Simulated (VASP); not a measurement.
## AlIn3Sb2: single point with PBE

AlIn3Sb2:

```
Al In Sb
1.0
     4.75891    0.00000    0.00000
     0.00000    4.75891    0.00000
     0.00000    0.00000    6.98816
Al In Sb
1 3 2
Direct
  0.50000 0.50000 0.00000
  0.50000 0.00000 0.50000
  0.00000 0.50000 0.50000
  0.50000 0.50000 0.50000
  0.50000 0.00000 0.00000
  0.00000 0.50000 0.00000
```

The cell was built from a structure type or drawn by symmetry, and may not be a known phase.

- Program: VASP 6.6.1
- Task: single point
- Functional: PBE
- Potentials or basis: VASP PAW PBE potentials, release 64 (Al, In_d, Sb)
- Cutoff: 520 eV
- k mesh: 4 × 4 × 4
- Occupations: gaussian, width 0.1 eV
- Spin: no spin polarisation
- Dipole correction: no
- Further INCAR settings: ALGO = Fast; EDIFF = 1e-07; NBANDS = 35

```
Pressure               : 25.2 GPa
Band gap on the k mesh : zero (bands 26 and 27 overlap by 1.03 eV)
```

Stress tensor (GPa, compression positive):
```
39.39  0.00  0.00
 0.00 39.39  0.00
 0.00  0.00 -3.12
```

Levels at points of the mesh, in eV from the Fermi level:
```
           k point  band 24  band 25  band 26  band 27  band 28  band 29
(0.00, 0.00, 0.00)    -1.75    -0.94    -0.51     1.12     1.46     1.46
(0.50, 0.00, 0.00)    -1.57    -1.27    -0.65     0.26     1.70     2.02
(0.50, 0.50, 0.00)    -2.37    -1.75    -1.68     1.39     2.76     4.16
(0.00, 0.00, 0.50)    -2.52    -2.23    -0.66     0.64     1.53     1.53
(0.50, 0.00, 0.50)    -1.20    -0.99    -0.93    -0.55    -0.26     0.88
(0.50, 0.50, 0.50)    -0.60    -0.60     0.48     0.71     1.35     1.35
```

Run time: 83 s on 1 thread of Intel(R) Xeon(R) 6975P-C (Granite Rapids), with other jobs on the host, peak memory 0.3 GiB.

Caveat: the cell stands under pressure; spin-orbit coupling is left out, which moves the levels of the heavy elements.
